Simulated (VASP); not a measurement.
# Si (P3_221) in VASP: notebook

Runs on Si. Level: PBE. Tasks: single point, relaxation of cell and atoms.

All numbers are computed with VASP 6.6.1; they aren't measurements. Logs are shortened: lines on timing, memory, paths and dates and some standing lists are left out, and cuts for length are marked.

### Step 1. The cell of the first run

The structure is trigonal, space group P3_221 (No. 154). Conventional cell: a = 6.798 Å, b = 6.798 Å, c = 3.479 Å, α = 90.00°, β = 90.00°, γ = 120.00°. Si (site symmetry 2) has 10 Si at 2.48 to 3.05 Å within 3.3 Å. Si (site symmetry 1) has 8 Si at 2.43 to 3.05 Å within 3.2 Å.

### Step 2. Single point, PBE

INCAR

```
SYSTEM = Si
ALGO     = Normal         ! electronic algorithm
EDIFF    = 1E-6           ! SCF threshold, eV
ENCUT    = 520            ! plane-wave cutoff, eV
GGA      = PE             ! functional
ISIF     = 2              ! what is computed and relaxed
ISMEAR   = 0              ! smearing method
LASPH    = .True.         ! aspherical terms in the spheres
LCHARG   = .False.        ! write CHGCAR
LREAL    = .False.        ! projectors in reciprocal space
LWAVE    = .False.        ! write WAVECAR
NBANDS   = 28             ! bands
NELM     = 60             ! most SCF steps
PREC     = Accurate       ! precision mode
SIGMA    = 0.1            ! smearing width, eV
```

KPOINTS

```
k-points
0
Gamma
  6 6 12
  0 0 0
```

POSCAR

```
Si
1.0
    6.7979301833      0.0000000000      0.0000000000
   -3.3989650916      5.8871802318      0.0000000000
    0.0000000000      0.0000000000      3.4791134927
Si
9
Direct
    0.2072753250      0.2072753250      0.5000000000
    0.5357635353      0.7019718684      0.7071153206
    0.7019718684      0.5357635353      0.2928846794
    0.7927246750      0.0000000000      0.1666666667
    0.1662083331      0.4642364647      0.0404486539
    0.2980281316      0.8337916669      0.3737819872
    0.4642364647      0.1662083331      0.9595513461
    0.8337916669      0.2980281316      0.6262180128
    0.0000000000      0.7927246750      0.8333333333
```

Potentials or basis: VASP PAW PBE potentials, release 64 (Si).

Launch:

```sh
$ cat potpaw_PBE.64/Si/POTCAR > POTCAR
$ mpirun -np 1 vasp_std > vasp.out
```

OUTCAR:

```text
SYSTEM = Si
   EDIFF = 1E-6
   ENCUT = 520
   GGA = PE
   ISIF = 2
   ISMEAR = 0
   LASPH = .True.
   LREAL = .False.
   NELM = 60
   PREC = Accurate

 ion  position               nearest neighbor table
   1  0.207  0.207  0.500-   5 2.48   7 2.48   5 2.67   7 2.67   9 2.70   4 2.70   6 2.93   8 2.93
                             2 3.05   3 3.05
   2  0.536  0.702  0.707-   3 2.43   4 2.48   5 2.49   6 2.49   4 2.67   3 2.83   9 2.93   1 3.05

   3  0.702  0.536  0.293-   2 2.43   9 2.48   7 2.49   8 2.49   9 2.67   2 2.83   4 2.93   1 3.05

   4  0.793  0.000  0.167-   8 2.48   2 2.48   8 2.67   2 2.67   1 2.70   9 2.70   3 2.93   5 2.93
                             6 3.05   7 3.05
   5  0.166  0.464  0.040-   8 2.43   1 2.48   6 2.49   2 2.49   1 2.67   8 2.83   4 2.93   9 3.05

   6  0.298  0.834  0.374-   7 2.43   9 2.48   5 2.49   2 2.49   9 2.67   7 2.83   1 2.93   4 3.05

   7  0.464  0.166  0.960-   6 2.43   1 2.48   3 2.49   8 2.49   1 2.67   6 2.83   9 2.93   4 3.05

   8  0.834  0.298  0.626-   5 2.43   4 2.48   7 2.49   3 2.49   4 2.67   5 2.83   1 2.93   9 3.05

   9  0.000  0.793  0.833-   3 2.48   6 2.48   3 2.67   6 2.67   1 2.70   4 2.70   2 2.93   7 2.93
                             8 3.05   5 3.05

  LATTYP: Found a hexagonal cell.
 ALAT       =     6.7979301833
 C/A-ratio  =     0.5117901183

  Lattice vectors:

 A1 = (   6.7979301833,   0.0000000000,   0.0000000000)
 A2 = (  -3.3989650916,   5.8871802318,   0.0000000000)
 A3 = (   0.0000000000,   0.0000000000,   3.4791134927)

Analysis of symmetry for initial positions (statically):
=====================================================================
 Subroutine PRICEL returns:
 Original cell was already a primitive cell.

 Routine SETGRP: Setting up the symmetry group for a
 hexagonal supercell.

 Subroutine GETGRP returns: Found  6 space group operations
 (whereof  2 operations were pure point group operations)
 out of a pool of 24 trial point group operations.

The static configuration has the point symmetry C_2 .
 The point group associated with its full space group is D_3 .

Analysis of symmetry for dynamics (positions and initial velocities):
=====================================================================
 Subroutine PRICEL returns:
 Original cell was already a primitive cell.

 Routine SETGRP: Setting up the symmetry group for a
 hexagonal supercell.

 Subroutine GETGRP returns: Found  6 space group operations
 (whereof  2 operations were pure point group operations)
 out of a pool of 24 trial point group operations.

The dynamic configuration has the point symmetry C_2 .
 The point group associated with its full space group is D_3 .

 Subroutine INISYM returns: Found  6 space group operations
 (whereof  2 operations are pure point group operations),
 and found     1 'primitive' translations

----------------------------------------------------------------------------------------

                                     Primitive cell

  volume of cell :     139.2363

  direct lattice vectors                    reciprocal lattice vectors
     6.797930183  0.000000000  0.000000000     0.147103600  0.084930303  0.000000000
    -3.398965092  5.887180232  0.000000000     0.000000000  0.169860606  0.000000000
     0.000000000  0.000000000  3.479113493     0.000000000  0.000000000  0.287429543

  length of vectors
     6.797930183  6.797930183  3.479113493     0.169860606  0.169860606  0.287429543

  position of ions in fractional coordinates (direct lattice)
     0.207275325  0.207275325  0.500000000
     0.535763535  0.701971868  0.707115321
     0.701971868  0.535763535  0.292884679
     0.792724675  0.000000000  0.166666667
     0.166208333  0.464236465  0.040448654
     0.298028132  0.833791667  0.373781987
     0.464236465  0.166208333  0.959551346
     0.833791667  0.298028132  0.626218013
     0.000000000  0.792724675  0.833333333

  ion indices of the primitive-cell ions
   primitive index   ion index
                 1           1
                 2           2
                 3           3
                 4           4
                 5           5
                 6           6
                 7           7
                 8           8
                 9           9

----------------------------------------------------------------------------------------

 KPOINTS: k-points

Automatic generation of k-mesh.
 Grid dimensions read from file:
 generate k-points for:    6    6   12

 Generating k-lattice:

  Cartesian coordinates                     Fractional coordinates (reciprocal lattice)
     0.024517267  0.014155050  0.000000000     0.166666667  0.000000000  0.000000000
     0.000000000  0.028310101  0.000000000     0.000000000  0.166666667  0.000000000
     0.000000000  0.000000000  0.023952462     0.000000000  0.000000000  0.083333333

  Length of vectors
     0.028310101  0.028310101  0.023952462

  Shift w.r.t. Gamma in fractional coordinates (k-lattice)
     0.000000000  0.000000000  0.000000000

 Subroutine IBZKPT returns following result:
 ===========================================

 Found     64 irreducible k-points:

 Following reciprocal coordinates:
            Coordinates               Weight
  0.000000  0.000000  0.000000      1.000000
  0.166667  0.000000  0.000000      6.000000
  0.333333  0.000000  0.000000      6.000000
  0.500000  0.000000  0.000000      3.000000
  0.166667  0.166667  0.000000      6.000000
  0.333333  0.166667  0.000000     12.000000
[... 16 lines left out ...]
  0.500000  0.000000  0.166667      6.000000
  0.166667  0.166667  0.166667     12.000000
 [... further k-points ...]
   k-points           NKPTS =     64   k-points in BZ     NKDIM =     64   number of bands    NBANDS=     28
   number of dos      NEDOS =    301   number of ions     NIONS =      9
   total plane-waves  NPLWV =  81648
   dimension x,y,z NGX =    54 NGY =   54 NGZ =   28
   dimension x,y,z NGXF=   108 NGYF=  108 NGZF=   56
   ions per type =               9
   NGX,Y,Z   is equivalent  to a cutoff of  13.21, 13.21, 13.38 a.u.
   NGXF,Y,Z  is equivalent  to a cutoff of  26.41, 26.41, 26.76 a.u.
 SYSTEM =  Si
   PREC   = accura    normal or accurate (medium, high low for compatibility)
   ISTART =      0    job   : 0-new  1-cont  2-samecut
   ICHARG =      2    charge: 1-file 2-atom 10-const
   ISPIN  =      1    spin polarized calculation?
   LNONCOLLINEAR =      F non collinear calculations
   LSORBIT =      F    spin-orbit coupling
   LASPH  =      T    aspherical Exc in radial PAW
   ENCUT  =  520.0 eV  38.22 Ry    6.18 a.u.  12.64 12.64  6.47*2*pi/ulx,y,z
   NELM   =     60;   NELMIN=  2; NELMDL= -5     # of ELM steps
   EDIFF  = 0.1E-05   stopping-criterion for ELM
   LREAL  =      F    real-space projection
   EDIFFG = 0.1E-04   stopping-criterion for IOM
   NSW    =      0    number of steps for IOM
   IBRION =     -1    ionic relax: 0-MD 1-quasi-New 2-CG
   NFREE  =      0    steps in history (QN), initial steepest desc. (CG)
   ISIF   =      2    stress and relaxation
   ISYM   =      2    0-nonsym 1-usesym 2-fastsym
   POTIM  = 0.5000    time-step for ionic-motion
   TEBEG  =    0.0;   TEEND  =   0.0 temperature during run
   PSTRESS=    0.0 pullay stress
   NELECT =      36.0000    total number of electrons
   NUPDOWN=      -1.0000    fix difference up-down
   EMIN   =  10.00;   EMAX   =-10.00  energy-range for DOS
   EFERMI =   0.00;   METHOD = LEGACY
   ISMEAR =     0;   SIGMA  =   0.10  broadening in eV -4-tet -1-fermi 0-gaus
   EFERMI_NEDOS =   21; number of points for ismear=-14 and -15
   IALGO  =     38    algorithm
   IMIX   =      4    mixing-type and parameters
     AMIX     =   0.40;   BMIX     =  1.00
     AMIX_MAG =   1.60;   BMIX_MAG =  1.00
  volume/ion in A,a.u.               =      15.47       104.40
  Fermi-wavevector in a.u.,A,eV,Ry     =   1.042937  1.970865 14.799299  1.087718
  Thomas-Fermi vector in A             =   2.177624
   LORBIT       =      0    0 simple, 1 ext, 2 COOP (PROOUT), +10 PAW based schemes
   GGA     = PE    functional components
   LHFCALC =     F    Hartree Fock is set to
   AEXX    =    0.0000 exact exchange contribution
   IVDW    =     0    specifies the selected vdW correction
   LEPSILON=     F    determine dielectric tensor
   LRPA    =     F    only Hartree local field effects (RPA)
 non-spin polarized calculation
 Gauss-broadening in eV      SIGMA  =   0.10
  energy-cutoff  :      520.00
  volume of cell :      139.24
 maximum number of plane-waves:      3769
 NGX is ok and might be reduce to    54
   NGX = 25   NGY = 25   NGZ = 13

 number of electron      35.9999999 magnetization

 Free energy of the ion-electron system (eV)
  ---------------------------------------------------
  ext. energy  EPLUGINS =         0.00000000
  ---------------------------------------------------
  free energy    TOTEN  =       -44.86809867 eV

  energy without entropy =      -44.85189165  energy(sigma->0) =      -44.85999516

 E-fermi :   9.1792     XC(G=0): -10.8553

 val. band max:        9.1789700872   @ k =   0.0000   0.0000   0.0000
 cond. band min:       9.2019347567   @ k =   0.0000   0.3333   0.0833
 fundamental gap:      0.0229646695
 Fermi energy:         9.1791692027

 k-point     1 :       0.0000    0.0000    0.0000
  band No.  band energies     occupation
      1      -4.6797      2.00000
      2      -1.1270      2.00000
      3      -1.1270      2.00000
      4      -0.7968      2.00000
      5      -0.1133      2.00000
      6      -0.1133      2.00000
[... 20 lines left out ...]
     27      11.9367      0.00000
     28      12.2841      0.00000

 k-point     2 :       0.1667    0.0000    0.0000
  band No.  band energies     occupation
      1      -4.5653      2.00000
      2      -1.8947      2.00000
      3      -1.4471      2.00000
      4      -1.0208      2.00000
      5       0.1675      2.00000
      6       0.5032      2.00000
[... 674 lines left out ...]
 k-point    24 :       0.1667    0.1667    0.1667
  band No.  band energies     occupation
      1      -4.0086      2.00000
      2      -2.0092      2.00000
      3      -1.9904      2.00000
      4      -0.2565      2.00000
      5       0.4172      2.00000
      6       2.0914      2.00000
[... 20 lines left out ...]
     27      13.4688      0.00000
     28      13.5816      0.00000

 [... further k-points ...]
[... 5 lines left out ...]
  --------------------------------------------------------------------------------------
  -------------------------------------------------------------------------------------
  Total       -0.0271310     -0.0271310     -0.0291833     -0.0000000      0.0000000      0.0000000
  in kB       -0.3121930     -0.3121930     -0.3358091     -0.0000000      0.0000000      0.0000000
  external PRESSURE =      -0.3200650 kB  Pullay stress =       0.0000000 kB

 VOLUME and BASIS-vectors are now :
 -----------------------------------------------------------------------------
  energy-cutoff  :      520.00
  volume of cell :      139.24
      direct lattice vectors                 reciprocal lattice vectors
     6.797930183  0.000000000  0.000000000     0.147103600  0.084930303  0.000000000
    -3.398965092  5.887180232  0.000000000     0.000000000  0.169860606  0.000000000
     0.000000000  0.000000000  3.479113493     0.000000000  0.000000000  0.287429543

 POSITION                                       TOTAL-FORCE (eV/Angst)
 -----------------------------------------------------------------------------------
      0.70452      1.22027      1.73956         0.000613      0.001061     -0.000000
      1.25611      4.13263      2.46013         0.001893     -0.000360     -0.003102
      2.95091      3.15414      1.01898        -0.001258      0.001459      0.003102
      5.38889      0.00000      0.57985        -0.001225      0.000000     -0.000000
     -0.44805      2.73304      0.14073        -0.001258     -0.001459     -0.003102
     -0.80805      4.90868      1.30043        -0.000635      0.001819     -0.003102
      2.59091      0.97850      3.33839        -0.000635     -0.001819      0.003102
      4.65507      1.75455      2.17868         0.001893      0.000360      0.003102
     -2.69444      4.66691      2.89926         0.000613     -0.001061      0.000000
 -----------------------------------------------------------------------------------
    total drift:                                0.000000      0.000000      0.000000

  FREE ENERGIE OF THE ION-ELECTRON SYSTEM (eV)
  ---------------------------------------------------
  free  energy   TOTEN  =       -44.8680986688 eV

  energy  without entropy=      -44.8518916543  energy(sigma->0) =      -44.85999516
```

Wall time 2.8 min (1 thread of Intel Xeon Platinum 8559C (Emerald Rapids), shared host); peak memory 0.35 GiB.

What came out:

```
Free energy            : -44.8681 eV
Pressure               : 0.0 GPa
Largest force          : 0.004 eV/Å
Band gap on the k mesh : zero (band 18 reaches 10.08 eV, above the bottom of band 19 at 7.60 eV)
```

Forces on the atoms (eV/Å):
```
Si   0.001  0.001  0.000
Si   0.002  0.000 -0.003
Si  -0.001  0.001  0.003
Si  -0.001  0.000  0.000
Si  -0.001 -0.001 -0.003
Si  -0.001  0.002 -0.003
Si  -0.001 -0.002  0.003
Si   0.002  0.000  0.003
Si   0.001 -0.001  0.000
```

### Step 3. Relaxation of cell and atoms, PBE

INCAR

```
SYSTEM = Si
PREC     = Accurate       ! precision mode
ENCUT    = 600            ! plane-wave cutoff, eV
EDIFF    = 1E-6           ! SCF threshold, eV
ISMEAR   = 0              ! smearing method
SIGMA    = 0.1            ! smearing width, eV
LREAL    = .FALSE.        ! projectors in reciprocal space
LASPH    = .TRUE.         ! aspherical terms in the spheres
NELM     = 60             ! most SCF steps
ALGO     = Normal         ! electronic algorithm
ISIF     = 3              ! what is computed and relaxed
LWAVE    = .FALSE.        ! write WAVECAR
LCHARG   = .FALSE.        ! write CHGCAR
GGA      = PE             ! functional
IBRION   = 2              ! ionic algorithm
NSW      = 100            ! ionic steps
EDIFFG   = -0.01          ! ionic threshold
```

KPOINTS

```
Automatic mesh
0
G
  6 6 12
  0 0 0
```

POSCAR

```
Si
1.0
    6.8079189790      0.0000000000      0.0000000000
   -3.4039594895      5.8958307827      0.0000000000
    0.0000000000      0.0000000000      3.4709842122
Si
9
Direct
    0.2076233200      0.2076233200      0.5000000000
    0.5314308621      0.6898424964      0.7202027866
    0.6898424964      0.5314308621      0.2797972134
    0.7923766800      0.0000000000      0.1666666667
    0.1584116342      0.4685691379      0.0535361200
    0.3101575036      0.8415883658      0.3868694533
    0.4685691379      0.1584116342      0.9464638800
    0.8415883658      0.3101575036      0.6131305467
    0.0000000000      0.7923766800      0.8333333333
```

Potentials or basis: VASP PAW PBE potentials, release 64 (Si).

Launch:

```sh
$ cat potpaw_PBE.64/Si/POTCAR > POTCAR
$ mpirun -np 1 vasp_std > vasp.out
```

It took 17 min on 1 thread of Intel Xeon Platinum 8559C (Emerald Rapids), shared host; peak memory 0.38 GiB.

Results (log left out):

- Free energy: -44.8683 eV
- Relaxed volume: 15.48 Å³/atom
- Relaxed cell: a = 6.798 Å, b = 6.798 Å, c = 3.480 Å, α = 90.00°, β = 90.00°, γ = 120.00°
- Space group after relaxing (to 0.05 Å): P3_221 (No. 154)
- Energy gained by relaxing: 2.8 meV/atom
- Ionic steps: 15
- Pressure after relaxing: 0.0 GPa
- Largest force after relaxing: 0.004 eV/Å

Forces on the atoms (eV/Å):
```
Si  -0.001 -0.002  0.000
Si  -0.003 -0.001 -0.002
Si   0.000 -0.003  0.002
Si   0.003  0.000  0.000
Si   0.000  0.003 -0.002
Si   0.002 -0.002 -0.002
Si   0.002  0.002  0.002
Si  -0.003  0.001  0.002
Si  -0.001  0.002  0.000
```

The path:
```tsv
step	energy change (eV)	largest force (eV/Å)	pressure (GPa)	volume (Å³)
1	0.0000	0.1323	-0.33	139.32
2	-0.0059	0.0966	0.09	138.69
3	-0.0075	0.0785	0.49	138.11
4	-0.0115	0.0730	0.06	138.75
5	-0.0123	0.0804	-0.23	139.19
6	-0.0161	0.0669	-0.13	139.08
7	-0.0185	0.0716	0.07	138.90
8	-0.0218	0.0415	0.01	139.04
9	-0.0245	0.0261	-0.08	139.31
10	-0.0245	0.0284	-0.09	139.34
11	-0.0250	0.0160	0.18	138.98
12	-0.0250	0.0170	0.14	139.04
13	-0.0253	0.0191	-0.05	139.34
14	-0.0253	0.0174	-0.04	139.30
15	-0.0255	0.0036	-0.01	139.28
```

Final structure:
```yaml
crystal:
  lattice:
    - [6.79810, 0.00000, 0.00000]
    - [-3.39905, 5.88733, 0.00000]
    - [0.00000, 0.00000, 3.47991]
  atoms:
    - { symbol: Si, position: [0.20736, 0.20736, 0.50000] }
    - { symbol: Si, position: [0.53598, 0.70242, 0.70637] }
    - { symbol: Si, position: [0.70242, 0.53598, 0.29363] }
    - { symbol: Si, position: [0.79264, 0.00000, 0.16667] }
    - { symbol: Si, position: [0.16644, 0.46402, 0.03970] }
    - { symbol: Si, position: [0.29758, 0.83356, 0.37303] }
    - { symbol: Si, position: [0.46402, 0.16644, 0.96030] }
    - { symbol: Si, position: [0.83356, 0.29758, 0.62697] }
    - { symbol: Si, position: [0.00000, 0.79264, 0.83333] }
```

Levels at points of the mesh, in eV from the Fermi level:
```tsv
k point	band 14	band 15	band 16	band 17	band 18	band 19	band 20	band 21	band 22	band 23
(0.00, 0.00, 0.00)	-0.74	-0.74	-0.01	0.49	0.49	0.58	0.90	1.34	1.34	1.56
(0.50, 0.00, 0.00)	-1.51	-1.18	-1.16	0.26	0.40	0.44	0.82	1.22	1.53	3.73
(0.00, 0.00, 0.50)	-5.77	-0.21	-0.21	-0.11	0.90	1.01	1.01	1.13	1.13	1.74
(0.50, 0.00, 0.50)	-3.38	-2.94	-2.73	-2.25	-1.80	-1.58	-1.24	1.34	1.42	1.51
```

Caveat: the bands computed are all filled at some k points, so no gap is given.
